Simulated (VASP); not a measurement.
# TiSi2 (Cmcm) in VASP: further runs

The runs below take TiSi2 through single point, with PBE.

All numbers are computed with VASP 6.6.1; they aren't measurements. Logs are shortened: lines on timing, memory, paths and dates and some standing lists are left out, and cuts for length are marked.

### Step 1. The cell of the first run

The structure is orthorhombic, space group Cmcm (No. 63). Conventional cell: a = 3.570 Å, b = 12.852 Å, c = 3.602 Å, α = 90.00°, β = 90.00°, γ = 90.00°. Within 3.4 Å of Ti (site symmetry m2m) lie 10 Si at 2.60 to 2.75 Å and 2 Ti at 3.21 Å. Si (site symmetry m2m) has 6 Si at 2.36 to 3.04 Å and 6 Ti at 2.60 to 2.75 Å within 3.1 Å. Within 3.3 Å of Si (site symmetry m2m) lie 8 Si at 2.54 to 3.04 Å and 4 Ti at 2.60 to 2.61 Å.

### Step 2. Single point, PBE

Input file INCAR:

```
SYSTEM = TiSi2
  PREC = Accurate
  ENCUT = 520
  EDIFF = 1E-6
  ISMEAR = 0
  SIGMA = 0.15
  LREAL = .FALSE.
  LASPH = .TRUE.
  NELM = 60
  ALGO = Normal
  ISIF = 2
  LWAVE = .FALSE.
  LCHARG = .FALSE.
  GGA = PE
  NBANDS = 29
```

Input file KPOINTS:

```
regular mesh
0
G
  12 12 12
  0 0 0
```

Input file POSCAR:

```
TiSi2
1.0
    1.7851323318     -6.4260764687      0.0000000000
    1.7851323318      6.4260764687      0.0000000000
    0.0000000000      0.0000000000      3.6021768286
Ti Si
2 4
Direct
    0.8968075259      0.1031924741      0.7500000000
    0.1031924741      0.8968075259      0.2500000000
    0.5591373592      0.4408626408      0.7500000000
    0.4408626408      0.5591373592      0.2500000000
    0.2498287182      0.7501712818      0.7500000000
    0.7501712818      0.2498287182      0.2500000000
```

Potentials or basis: VASP PAW PBE potentials, release 64 (Ti_sv, Si).

Started as:

```bash
cat potpaw_PBE.64/Ti_sv/POTCAR potpaw_PBE.64/Si/POTCAR > POTCAR
mpirun -np 1 vasp_std > vasp.out
```

OUTCAR:

```text
SYSTEM = TiSi2
   PREC = Accurate
   ENCUT = 520
   EDIFF = 1E-6
   ISMEAR = 0
   LREAL = .FALSE.
   LASPH = .TRUE.
   NELM = 60
   ISIF = 2
   GGA = PE

 ion  position               nearest neighbor table
   1  0.897  0.103  0.750-   4 2.60   4 2.60   4 2.60   4 2.60   5 2.60   5 2.60   6 2.61   6 2.61
                             3 2.75   3 2.75
   2  0.103  0.897  0.250-   3 2.60   3 2.60   3 2.60   3 2.60   6 2.60   6 2.60   5 2.61   5 2.61
                             4 2.75   4 2.75
   3  0.559  0.441  0.750-   4 2.36   4 2.36   2 2.60   2 2.60   2 2.60   2 2.60   1 2.75   1 2.75
                             5 3.03   5 3.03   6 3.04   6 3.04
   4  0.441  0.559  0.250-   3 2.36   3 2.36   1 2.60   1 2.60   1 2.60   1 2.60   2 2.75   2 2.75
                             6 3.03   6 3.03   5 3.04   5 3.04
   5  0.250  0.750  0.750-   6 2.54   6 2.54   6 2.54   6 2.54   1 2.60   1 2.60   2 2.61   2 2.61
                             3 3.03   3 3.03   4 3.04   4 3.04
   6  0.750  0.250  0.250-   5 2.54   5 2.54   5 2.54   5 2.54   2 2.60   2 2.60   1 2.61   1 2.61
                             4 3.03   4 3.03   3 3.04   3 3.04

  LATTYP: Found a base centered orthorhombic cell.
 ALAT       =     3.5702646636
 B/A-ratio  =     3.5997759686
 C/A-ratio  =     1.0089383191

  Lattice vectors:

 A1 = (   1.7851323318,  -6.4260764687,   0.0000000000)
 A2 = (   1.7851323318,   6.4260764687,   0.0000000000)
 A3 = (   0.0000000000,   0.0000000000,   3.6021768286)

Analysis of symmetry for initial positions (statically):
=====================================================================
 Subroutine PRICEL returns:
 Original cell was already a primitive cell.

 Routine SETGRP: Setting up the symmetry group for a
 base centered orthorhombic supercell.

 Subroutine GETGRP returns: Found  8 space group operations
 (whereof  4 operations were pure point group operations)
 out of a pool of  8 trial point group operations.

The static configuration has the point symmetry C_2h.
 The point group associated with its full space group is D_2h.

Analysis of symmetry for dynamics (positions and initial velocities):
=====================================================================
 Subroutine PRICEL returns:
 Original cell was already a primitive cell.

 Routine SETGRP: Setting up the symmetry group for a
 base centered orthorhombic supercell.

 Subroutine GETGRP returns: Found  8 space group operations
 (whereof  4 operations were pure point group operations)
 out of a pool of  8 trial point group operations.

The dynamic configuration has the point symmetry C_2h.
 The point group associated with its full space group is D_2h.

 Subroutine INISYM returns: Found  8 space group operations
 (whereof  4 operations are pure point group operations),
 and found     1 'primitive' translations

----------------------------------------------------------------------------------------

                                     Primitive cell

  volume of cell :      82.6440

  direct lattice vectors                    reciprocal lattice vectors
     1.785132332 -6.426076469  0.000000000     0.280091280 -0.077807975  0.000000000
     1.785132332  6.426076469  0.000000000     0.280091280  0.077807975  0.000000000
     0.000000000  0.000000000  3.602176829     0.000000000  0.000000000  0.277609914

  length of vectors
     6.669419482  6.669419482  3.602176829     0.290697792  0.290697792  0.277609914

  position of ions in fractional coordinates (direct lattice)
     0.896807526  0.103192474  0.750000000
     0.103192474  0.896807526  0.250000000
     0.559137359  0.440862641  0.750000000
     0.440862641  0.559137359  0.250000000
     0.249828718  0.750171282  0.750000000
     0.750171282  0.249828718  0.250000000

  ion indices of the primitive-cell ions
   primitive index   ion index
                 1           1
                 2           2
                 3           3
                 4           4
                 5           5
                 6           6

----------------------------------------------------------------------------------------

 KPOINTS: regular mesh

Automatic generation of k-mesh.
 Grid dimensions read from file:
 generate k-points for:   12   12   12

 Generating k-lattice:

  Cartesian coordinates                     Fractional coordinates (reciprocal lattice)
     0.023340940 -0.006483998  0.000000000     0.083333333  0.000000000  0.000000000
     0.023340940  0.006483998  0.000000000     0.000000000  0.083333333  0.000000000
     0.000000000  0.000000000  0.023134160     0.000000000  0.000000000  0.083333333

  Length of vectors
     0.024224816  0.024224816  0.023134160

  Shift w.r.t. Gamma in fractional coordinates (k-lattice)
     0.000000000  0.000000000  0.000000000

 Subroutine IBZKPT returns following result:
 ===========================================

 Found    301 irreducible k-points:

 Following reciprocal coordinates:
            Coordinates               Weight
  0.000000  0.000000  0.000000      1.000000
  0.083333  0.000000  0.000000      4.000000
  0.166667  0.000000  0.000000      4.000000
  0.250000  0.000000  0.000000      4.000000
  0.333333  0.000000  0.000000      4.000000
  0.416667  0.000000  0.000000      4.000000
[... 16 lines left out ...]
  0.500000  0.166667  0.000000      4.000000
 -0.416667  0.166667  0.000000      4.000000
 [... further k-points ...]
   k-points           NKPTS =    301   k-points in BZ     NKDIM =    301   number of bands    NBANDS=     29
   number of dos      NEDOS =    301   number of ions     NIONS =      6
   total plane-waves  NPLWV =  70000
   dimension x,y,z NGX =    50 NGY =   50 NGZ =   28
   dimension x,y,z NGXF=   100 NGYF=  100 NGZF=   56
   ions per type =               2   4
   NGX,Y,Z   is equivalent  to a cutoff of  12.46, 12.46, 12.92 a.u.
   NGXF,Y,Z  is equivalent  to a cutoff of  24.93, 24.93, 25.84 a.u.
 SYSTEM =  TiSi2
   PREC   = accura    normal or accurate (medium, high low for compatibility)
   ISTART =      0    job   : 0-new  1-cont  2-samecut
   ICHARG =      2    charge: 1-file 2-atom 10-const
   ISPIN  =      1    spin polarized calculation?
   LNONCOLLINEAR =      F non collinear calculations
   LSORBIT =      F    spin-orbit coupling
   LASPH  =      T    aspherical Exc in radial PAW
   ENCUT  =  520.0 eV  38.22 Ry    6.18 a.u.  12.40 12.40  6.70*2*pi/ulx,y,z
   NELM   =     60;   NELMIN=  2; NELMDL= -5     # of ELM steps
   EDIFF  = 0.1E-05   stopping-criterion for ELM
   LREAL  =      F    real-space projection
   EDIFFG = 0.1E-04   stopping-criterion for IOM
   NSW    =      0    number of steps for IOM
   IBRION =     -1    ionic relax: 0-MD 1-quasi-New 2-CG
   NFREE  =      0    steps in history (QN), initial steepest desc. (CG)
   ISIF   =      2    stress and relaxation
   ISYM   =      2    0-nonsym 1-usesym 2-fastsym
   POTIM  = 0.5000    time-step for ionic-motion
   TEBEG  =    0.0;   TEEND  =   0.0 temperature during run
   PSTRESS=    0.0 pullay stress
   NELECT =      40.0000    total number of electrons
   NUPDOWN=      -1.0000    fix difference up-down
   EMIN   =  10.00;   EMAX   =-10.00  energy-range for DOS
   EFERMI =   0.00;   METHOD = LEGACY
   ISMEAR =     0;   SIGMA  =   0.15  broadening in eV -4-tet -1-fermi 0-gaus
   EFERMI_NEDOS =   21; number of points for ismear=-14 and -15
   IALGO  =     38    algorithm
   IMIX   =      4    mixing-type and parameters
     AMIX     =   0.40;   BMIX     =  1.00
     AMIX_MAG =   1.60;   BMIX_MAG =  1.00
  volume/ion in A,a.u.               =      13.77        92.95
  Fermi-wavevector in a.u.,A,eV,Ry     =   1.285359  2.428976 22.478829  1.652147
  Thomas-Fermi vector in A             =   2.417498
   LORBIT       =      0    0 simple, 1 ext, 2 COOP (PROOUT), +10 PAW based schemes
   GGA     = PE    functional components
   LHFCALC =     F    Hartree Fock is set to
   AEXX    =    0.0000 exact exchange contribution
   IVDW    =     0    specifies the selected vdW correction
   LEPSILON=     F    determine dielectric tensor
   LRPA    =     F    only Hartree local field effects (RPA)
 non-spin polarized calculation
 Gauss-broadening in eV      SIGMA  =   0.15
  energy-cutoff  :      520.00
  volume of cell :       82.64
 maximum number of plane-waves:      2250
 NGX is ok and might be reduce to    50

 number of electron      40.0000001 magnetization

 Free energy of the ion-electron system (eV)
  ---------------------------------------------------
  ext. energy  EPLUGINS =         0.00000000
  ---------------------------------------------------
  free energy    TOTEN  =       -40.57206293 eV

  energy without entropy =      -40.55257005  energy(sigma->0) =      -40.56231649

 E-fermi :  10.9119     XC(G=0): -11.7755

 val. band max:       10.9096276812   @ k =   0.5000   0.5000   0.3333
 cond. band min:      10.9164609477   @ k =  -0.4167   0.0833   0.0000
 fundamental gap:      0.0068332665
 Fermi energy:        10.9119228624

 k-point     1 :       0.0000    0.0000    0.0000
  band No.  band energies     occupation
      1     -45.7897      2.00000
      2     -45.7757      2.00000
      3     -22.1363      2.00000
      4     -22.1345      2.00000
      5     -22.1301      2.00000
      6     -22.1119      2.00000
[... 21 lines left out ...]
     28      14.1105      0.00000
     29      14.2257      0.00000

 k-point     2 :       0.0833    0.0000    0.0000
  band No.  band energies     occupation
      1     -45.7894      2.00000
      2     -45.7755      2.00000
      3     -22.1357      2.00000
      4     -22.1346      2.00000
      5     -22.1341      2.00000
      6     -22.1162      2.00000
[... 21 lines left out ...]
     28      14.1116      0.00000
     29      14.2015      0.00000

 k-point     3 :       0.1667    0.0000    0.0000
  band No.  band energies     occupation
      1     -45.7887      2.00000
      2     -45.7748      2.00000
      3     -22.1484      2.00000
      4     -22.1328      2.00000
      5     -22.1326      2.00000
      6     -22.1278      2.00000
[... 21 lines left out ...]
     28      14.0949      0.00000
     29      14.3176      0.00000

 k-point     4 :       0.2500    0.0000    0.0000
  band No.  band energies     occupation
      1     -45.7876      2.00000
      2     -45.7739      2.00000
      3     -22.1665      2.00000
      4     -22.1439      2.00000
      5     -22.1310      2.00000
      6     -22.1288      2.00000
[... 21 lines left out ...]
     28      14.0275      0.00000
     29      15.0939      0.00000

 k-point     5 :       0.3333    0.0000    0.0000
  band No.  band energies     occupation
      1     -45.7866      2.00000
      2     -45.7730      2.00000
      3     -22.1845      2.00000
      4     -22.1597      2.00000
      5     -22.1292      2.00000
      6     -22.1250      2.00000
[... 21 lines left out ...]
     28      13.8376      0.00000
     29      15.0863      0.00000
[... 510 lines left out ...]
     28      14.0524      0.00000
     29      14.7002      0.00000

 k-point    22 :       0.4167    0.1667    0.0000
  band No.  band energies     occupation
      1     -45.7858      2.00000
      2     -45.7724      2.00000
      3     -22.1979      2.00000
      4     -22.1711      2.00000
      5     -22.1278      2.00000
      6     -22.1211      2.00000
[... 21 lines left out ...]
     28      14.4480      0.00000
     29      14.6231      0.00000

 k-point    23 :       0.5000    0.1667    0.0000
  band No.  band energies     occupation
      1     -45.7865      2.00000
      2     -45.7731      2.00000
      3     -22.1848      2.00000
      4     -22.1595      2.00000
      5     -22.1290      2.00000
      6     -22.1227      2.00000
[... 21 lines left out ...]
     28      14.3341      0.00000
     29      14.7461      0.00000

 k-point    24 :      -0.4167    0.1667    0.0000
  band No.  band energies     occupation
      1     -45.7875      2.00000
      2     -45.7740      2.00000
      3     -22.1669      2.00000
      4     -22.1436      2.00000
      5     -22.1307      2.00000
      6     -22.1256      2.00000
[... 21 lines left out ...]
     28      14.0035      0.00000
     29      15.0269      0.00000

 [... further k-points ...]
[... 5 lines left out ...]
  --------------------------------------------------------------------------------------
  -------------------------------------------------------------------------------------
  Total        0.3245166      7.1984704      0.6980067      0.0000000     -0.0000000      0.0000000
  in kB        6.2912386    139.5530958     13.5319029      0.0000000     -0.0000000      0.0000000
  external PRESSURE =      53.1254124 kB  Pullay stress =       0.0000000 kB

 VOLUME and BASIS-vectors are now :
 -----------------------------------------------------------------------------
  energy-cutoff  :      520.00
  volume of cell :       82.64
      direct lattice vectors                 reciprocal lattice vectors
     1.785132332 -6.426076469  0.000000000     0.280091280 -0.077807975  0.000000000
     1.785132332  6.426076469  0.000000000     0.280091280  0.077807975  0.000000000
     0.000000000  0.000000000  3.602176829     0.000000000  0.000000000  0.277609914

 POSITION                                       TOTAL-FORCE (eV/Angst)
 -----------------------------------------------------------------------------------
      1.78513     -5.09983      2.70163         0.000000     -0.656439     -0.000000
      1.78513      5.09983      0.90054         0.000000      0.656439      0.000000
      1.78513     -0.76004      2.70163         0.000000     -0.429553     -0.000000
      1.78513      0.76004      0.90054         0.000000      0.429553     -0.000000
      1.78513      3.21524      2.70163         0.000000      0.047645     -0.000000
      1.78513     -3.21524      0.90054         0.000000     -0.047645     -0.000000
 -----------------------------------------------------------------------------------
    total drift:                               -0.000000     -0.000000     -0.000000

  FREE ENERGIE OF THE ION-ELECTRON SYSTEM (eV)
  ---------------------------------------------------
  free  energy   TOTEN  =       -40.5720629272 eV

  energy  without entropy=      -40.5525700463  energy(sigma->0) =      -40.56231649
```

Wall time 14 min (1 thread of Oxide Virtual Turin-like, shared host); peak memory 0.65 GiB.

What came out:

```
Free energy            : -40.5721 eV
Pressure               : 5.3 GPa
Largest force          : 0.656 eV/Å
Band gap on the k mesh : zero (band 20 reaches 11.32 eV, above the bottom of band 21 at 10.35 eV)
```

Forces in eV/Å, atoms in the order of the input:
```
Ti   0.000 -0.656  0.000
Ti   0.000  0.656  0.000
Si   0.000 -0.430  0.000
Si   0.000  0.430  0.000
Si   0.000  0.048  0.000
Si   0.000 -0.048  0.000
```

Stress tensor (GPa, compression positive):
```
 0.63  0.00  0.00
 0.00 13.96  0.00
 0.00  0.00  1.35
```

### Step 3. Single point, PBE

This run uses another cell than the first one, of the same volume but with other edges.

Input file INCAR:

```
SYSTEM = TiSi2
PREC = Accurate
ENCUT = 520
EDIFF = 1E-6
ISMEAR = 0
SIGMA = 0.15
LREAL = .False.
LASPH = .True.
NELM = 100
ALGO = Normal
ISIF = 2
LWAVE = .False.
LCHARG = .False.
GGA = PE
NBANDS = 29
```

Input file KPOINTS:

```
Automatic mesh
0
Gamma
  12 12 12
  0 0 0
```

Changes to POSCAR since step 2:

```diff
@@ -2,5 +2,5 @@
 1.0
-    1.7851323318     -6.4260764687      0.0000000000
-    1.7851323318      6.4260764687      0.0000000000
-    0.0000000000      0.0000000000      3.6021768286
+    1.7613851604     -6.6005185328      0.0000000000
+    1.7613851604      6.6005185328      0.0000000000
+    0.0000000000      0.0000000000      3.5542579661
 Ti Si
```

Potentials or basis: VASP PAW PBE potentials, release 64 (Ti_sv, Si).

Started as:

```bash
cat potpaw_PBE.64/Ti_sv/POTCAR potpaw_PBE.64/Si/POTCAR > POTCAR
mpirun -np 1 vasp_std > vasp.out
```

Run time: 26 min. Hardware: 1 thread of Oxide Virtual Turin-like, shared host; peak memory 0.67 GiB.

Results (log left out):

- Free energy: -40.6852 eV
- Pressure: 5.7 GPa
- Largest force: 0.301 eV/Å
- Band gap on the k mesh: zero (band 20 reaches 11.38 eV, above the bottom of band 21 at 10.35 eV)

Forces on the atoms (eV/Å):
```
Ti   0.000 -0.301  0.000
Ti   0.000  0.301  0.000
Si   0.000 -0.236  0.000
Si   0.000  0.236  0.000
Si   0.000  0.027  0.000
Si   0.000 -0.027  0.000
```

Stress tensor (GPa, compression positive):
```
4.17 0.00 0.00
0.00 8.01 0.00
0.00 0.00 5.03
```

Levels at points of the mesh, in eV from the Fermi level:
```csv
k point,band 16,band 17,band 18,band 19,band 20,band 21,band 22,band 23,band 24,band 25
"(0.00, 0.00, 0.00)",-2.54,-2.16,-2.16,-1.88,0.44,0.83,0.86,0.91,1.30,1.43
"(0.50, 0.00, 0.00)",-2.46,-1.79,-1.35,-0.65,-0.64,-0.57,1.17,1.50,1.67,1.88
"(0.50, 0.50, 0.00)",-2.68,-2.66,-2.02,-1.11,0.35,0.62,0.68,0.94,1.32,2.24
"(0.00, 0.00, 0.50)",-2.43,-1.60,-1.60,-0.05,-0.05,1.03,1.03,1.51,1.51,1.67
"(0.50, 0.00, 0.50)",-4.13,-3.15,-3.15,-2.49,-2.49,1.83,1.83,1.92,1.92,2.63
"(0.50, 0.50, 0.50)",-3.36,-2.15,-2.15,-0.97,-0.97,0.53,0.53,1.70,1.70,2.57
```
